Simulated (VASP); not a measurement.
Here is a VASP 6.6.1 calculation.

INCAR

```
PREC = Accurate
ENCUT = 520
EDIFF = 1E-6
ISMEAR = -1
SIGMA = 0.05
LREAL = False
LASPH = True
NELM = 100
ALGO = Normal
ISIF = 2
LWAVE = False
LCHARG = False
GGA = PE
NBANDS = 10
```

The input KPOINTS:

```
Automatic mesh
0
Gamma
  18 18 18
```

The input POSCAR:

```
B
1.0
    0.0000000000      1.8403318314      1.8403318314
    1.8403318314      0.0000000000      1.8403318314
    1.8403318314      1.8403318314      0.0000000000
B
2
Direct
   -0.1250000000     -0.1250000000     -0.1250000000
    0.1250000000      0.1250000000      0.1250000000
```

Potentials or basis: VASP PAW PBE potentials, release 64 (B).

Launch:

```bash
$ cat potpaw_PBE.64/B/POTCAR > POTCAR
$ mpirun -np 1 vasp_std > vasp.out
```

Task: Predict the band gap on the k mesh.

Result: Zero (band 3 reaches 11.32 eV, above the bottom of band 4 at 2.00 eV).

Task: Predict the pressure.

Result: 84.2 GPa.
